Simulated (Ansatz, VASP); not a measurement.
Two plane-wave programs on CeO2

INCAR

```
SYSTEM = CeO2
PREC = Accurate
ENCUT = 520
EDIFF = 1E-7
ISMEAR = 0
SIGMA = 0.05
LREAL = .FALSE.
LASPH = .TRUE.
NELM = 60
ALGO = Normal
ISIF = 2
LWAVE = .FALSE.
LCHARG = .FALSE.
GGA = PE
NBANDS = 19
```

The input KPOINTS:

```
Automatic mesh
0
G
  12 12 12
  0 0 0
```

POSCAR

```
CeO2
1.0
    0.0000000000      2.8203221198      2.8203221198
    2.8203221198      0.0000000000      2.8203221198
    2.8203221198      2.8203221198      0.0000000000
Ce O
1 2
Direct
    0.0000000000      0.0000000000      0.0000000000
    0.2500000000      0.2500000000      0.2500000000
    0.7500000000      0.7500000000      0.7500000000
```

Input for Ansatz:

```yaml
crystal:
  lattice:
    - [0.0, 2.8203220678, 2.8203220678]
    - [2.8203220678, 0.0, 2.8203220678]
    - [2.8203220678, 2.8203220678, 0.0]
  atoms:
    - { symbol: Ce, position: [0.0, 0.0, 0.0] }
    - { symbol: O, position: [0.25, 0.25, 0.25] }
    - { symbol: O, position: [0.75, 0.75, 0.75] }
basis:
  ecutwfc: 420
  ecutrho_ratio: 4
kpoints:
  mp_grid: { grid: [12, 12, 12] }
hamiltonian:
  xc: pbe
scf:
  occupations: { method: gaussian, width: 0.05 }
output:
  forces: true
  stress: true
  eigenvalues: true
```

Alike in both runs: task single point; functional PBE; k mesh 12 × 12 × 12; occupations gaussian, width 0.05 eV; no spin polarisation.

```csv
,VASP,Ansatz
version,VASP 6.6.1,Ansatz 0.2.0
potentials or method,"VASP PAW PBE potentials, release 64 (Ce, O), cutoff 520 eV","scalar-relativistic, plane waves, PAW"
valence electrons in the cell,24,24
```

```tsv
	VASP	Ansatz	Ansatz less VASP
gap on the k mesh at the Fermi level (eV)	1.60	1.63	+0.026
least direct gap on the mesh (eV)	1.68	1.71	+0.026
pressure (GPa)	-13.4	-13.4	+0.04
```

Spin-orbit coupling is off throughout.
